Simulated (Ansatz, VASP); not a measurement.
# Two plane-wave programs on Ti3Al5

INCAR

```
SYSTEM = Ti3Al5
  PREC = Accurate
  ENCUT = 520
  EDIFF = 1E-6
  ISMEAR = 0
  SIGMA = 0.15
  LREAL = Auto
  LASPH = .True.
  NELM = 100
  ALGO = Fast
  ISIF = 2
  LWAVE = .False.
  LCHARG = .True.
  GGA = PS
  LELF = .True.
  LVHAR = .True.
  NBANDS = 65
```

KPOINTS

```
regular mesh
0
Gamma
  10 10 3
  0 0 0
```

The input POSCAR:

```
Ti3Al5
1.0
   -3.8832951200      0.0000000000      0.0000000000
    0.0000000000     -3.8832951200      0.0000000000
    0.0000000000      0.0000000000     16.5937699112
Ti Al
6 10
Direct
    1.0000000000      1.0000000000      0.2500000000
    1.0000000000      1.0000000000      0.7500000000
    0.5000000000      0.5000000000      0.5000000000
    0.5000000000      0.5000000000      0.0000000000
    0.5000000000      0.5000000000      0.2500000000
    0.5000000000      0.5000000000      0.7500000000
    0.0000000000      0.5000000000      0.1261758084
    0.0000000000      0.5000000000      0.6261758084
    0.0000000000      0.5000000000      0.3738241916
    0.0000000000      0.5000000000      0.8738241916
    0.5000000000      0.0000000000      0.1261758084
    0.5000000000      0.0000000000      0.6261758084
    0.5000000000      0.0000000000      0.3738241916
    0.5000000000      0.0000000000      0.8738241916
    0.0000000000      0.0000000000      0.5000000000
    0.0000000000      0.0000000000      0.0000000000
```

Input for Ansatz:

```yaml
crystal:
  lattice:
    - [-3.88329512, 0.0, 0.0]
    - [0.0, -3.88329512, 0.0]
    - [0.0, 0.0, 16.5937699112]
  atoms:
    - { symbol: Ti, position: [1.0, 1.0, 0.25] }
    - { symbol: Ti, position: [1.0, 1.0, 0.75] }
    - { symbol: Ti, position: [0.5, 0.5, 0.5] }
    - { symbol: Ti, position: [0.5, 0.5, 0.0] }
    - { symbol: Ti, position: [0.5, 0.5, 0.25] }
    - { symbol: Ti, position: [0.5, 0.5, 0.75] }
    - { symbol: Al, position: [0.0, 0.5, 0.1261758084] }
    - { symbol: Al, position: [0.0, 0.5, 0.6261758084] }
    - { symbol: Al, position: [0.0, 0.5, 0.3738241916] }
    - { symbol: Al, position: [0.0, 0.5, 0.8738241916] }
    - { symbol: Al, position: [0.5, 0.0, 0.1261758084] }
    - { symbol: Al, position: [0.5, 0.0, 0.6261758084] }
    - { symbol: Al, position: [0.5, 0.0, 0.3738241916] }
    - { symbol: Al, position: [0.5, 0.0, 0.8738241916] }
    - { symbol: Al, position: [0.0, 0.0, 0.5] }
    - { symbol: Al, position: [0.0, 0.0, 0.0] }
basis:
  ecutwfc: 420
kpoints:
  mp_grid: { grid: [10, 10, 3] }
hamiltonian:
  xc: pbesol
scf:
  occupations: { method: gaussian, width: 0.15 }
output:
  forces: true
  stress: true
  eigenvalues: true
```

Alike in both runs: task single point; functional PBEsol; k mesh 10 × 10 × 3; occupations gaussian, width 0.15 eV; no spin polarisation.

|  | VASP | Ansatz |
| --- | --- | --- |
| version | VASP 6.6.1 | Ansatz 0.2.0 |
| potentials or method | VASP PAW PBE potentials, release 64 (Ti_sv, Al), cutoff 520 eV | scalar-relativistic, plane waves, PAW |
| valence electrons in the cell | 102 | 102 |

```tsv
	VASP	Ansatz	Ansatz less VASP
gap on the k mesh at the Fermi level (eV)	none	none	-
pressure (GPa)	0.1	0.0	-0.08
traceless stress, the component that is largest in VASP (GPa)	-0.17	-0.14	+0.035
```

VASP's potentials were made for PBE, not for PBEsol. A gap of «none» marks a metal or a gap that the smearing closes. The functional is the same, so the differences come from potentials, cutoffs and numerics.
